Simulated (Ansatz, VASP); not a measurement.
Given: the input of a run of VASP 6.6.1 on CuO.

INCAR

```
SYSTEM = CuO
PREC = Accurate ; ENCUT = 520
EDIFF = 1E-7 ; ISMEAR = -1
SIGMA = 0.05 ; LREAL = .False.
LASPH = .True. ; NELM = 60
ALGO = Normal ; ISIF = 2
LWAVE = .False. ; LCHARG = .False.
GGA = RP ; NBANDS = 16
```

The input KPOINTS:

```
regular mesh
0
Gamma
  11 11 11
  0 0 0
```

Contents of POSCAR:

```
CuO
1.0
    0.0000000000      2.1305773621      2.1305773621
    2.1305773621      0.0000000000      2.1305773621
    2.1305773621      2.1305773621      0.0000000000
Cu O
1 1
Direct
    0.0294977200      0.0281008700      0.9080259900
    0.4705022800      0.4718991300      0.5919740100
```

Potentials or basis: VASP PAW PBE potentials, release 64 (Cu, O).

The run is started by

```sh
$ cat potpaw_PBE.64/Cu/POTCAR potpaw_PBE.64/O/POTCAR > POTCAR
$ mpirun -np 1 vasp_std > vasp.out
```

**Question.** Set up the same calculation for Ansatz 0.2.0. Potentials there: Ansatz PAW.

**Answer.** As run (the cutoff follows the program's own potentials):

input.yaml

```yaml
crystal:
  lattice:
    - [0.0, 2.1305773621, 2.1305773621]
    - [2.1305773621, 0.0, 2.1305773621]
    - [2.1305773621, 2.1305773621, 0.0]
  atoms:
    - { symbol: Cu, position: [0.02949772, 0.02810087, 0.90802599] }
    - { symbol: O, position: [0.47050228, 0.47189913, 0.59197401] }
hamiltonian:
  xc: rpbe
  pseudopotentials: { kind: paw }
kpoints:
  mp_grid: { grid: [11, 11, 11] }
scf:
  occupations: { method: fermi_dirac, width: 0.05 }
output:
  forces: true
  stress: true
  eigenvalues: true
```

Potentials or basis: Ansatz PAW.

Command:

```console
$ ansatz run input.yaml --threads 2 --pin off --max-ram 5632MiB --backend cpu --events-out ev --progress --plain --runs-dir out
```

Both were run:

|  | VASP | Ansatz | Ansatz less VASP |
| --- | --- | --- | --- |
| gap on the k mesh at the Fermi level (eV) | none | none | - |
| pressure (GPa) | 20.5 | 19.8 | -0.69 |
| traceless stress, the component that is largest in VASP (GPa) | -4.32 | -4.05 | +0.268 |
| rms of the force components (eV/Å) | 0.566 | 0.516 | -0.0507 |

VASP's potentials were made for PBE, not for RPBE. Atom by atom the forces differ by 0.051 eV/Å (rms over components). A gap of «none» marks a metal or a gap that the smearing closes. With one functional, cell and mesh, what is left measures potentials, basis and numerics. VASP's potentials hold 17 valence electrons a cell and Ansatz's 25, so a difference there can come from the potentials and not from the codes.
